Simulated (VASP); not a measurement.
BiSbS4:

```
CELL_PARAMETERS angstrom
4.20243 0.00000 0.00000
-2.10122 3.63941 0.00000
0.00000 0.00000 8.32283
ATOMIC_POSITIONS crystal
Sb 0.00000 0.00000 0.00000
Bi 0.00000 0.00000 0.50000
S 0.33333 0.66667 0.75316
S 0.33333 0.66667 0.24684
S 0.66667 0.33333 0.75316
S 0.66667 0.33333 0.24684
```

The cell was generated, and may not be a known phase.

| Item | Value |
| --- | --- |
| Program | VASP 6.6.1 |
| Task | relaxation of cell and atoms |
| Functional | PBE |
| Potentials or basis | VASP PAW PBE potentials, release 64 (Sb, Bi_d, S) |
| Cutoff | 600 eV |
| k mesh | 12 × 12 × 6 |
| Occupations | gaussian, width 0.1 eV |
| Spin | no spin polarisation |

At the start: pressure 2.2 GPa; volume 21.22 Å³/atom.

Where does the relaxation end?

Over 11 steps the energy falls by 211.1 meV/atom and the volume is 20.89 Å³/atom (-1.5 %); space group P6/mmm (No. 191, to 0.1 Å) before and after.

The path:
```tsv
step	energy change (eV)	largest force (eV/Å)	pressure (GPa)	volume (Å³)
1	0.0000	0.0753	2.25	127.29
2	-0.5660	0.0250	-0.90	132.58
3	-0.4982	0.0711	-8.02	145.70
4	-0.9612	0.0252	-4.98	138.84
5	-1.1918	0.0399	-3.14	131.33
6	-1.1934	0.0413	-2.97	130.82
7	-1.2663	0.0183	0.05	125.18
8	-1.2664	0.0180	0.08	125.12
9	-1.2666	0.0144	0.04	125.23
10	-1.2667	0.0107	-0.01	125.35
11	-1.2667	0.0080	-0.01	125.35
```

Final structure:
```yaml
crystal:
  lattice:
    - [4.53383, 0.00000, 0.00000]
    - [-2.26692, 3.92641, 0.00000]
    - [0.00000, 0.00000, 7.04127]
  atoms:
    - { symbol: Sb, position: [0.00000, 0.00000, 0.00000] }
    - { symbol: Bi, position: [0.00000, 0.00000, 0.50000] }
    - { symbol: S, position: [0.33333, 0.66667, 0.75377] }
    - { symbol: S, position: [0.33333, 0.66667, 0.24623] }
    - { symbol: S, position: [0.66667, 0.33333, 0.75377] }
    - { symbol: S, position: [0.66667, 0.33333, 0.24623] }
```

Caveat: a cell axis changed by over 15 % at a fixed basis, so the end point is rough.
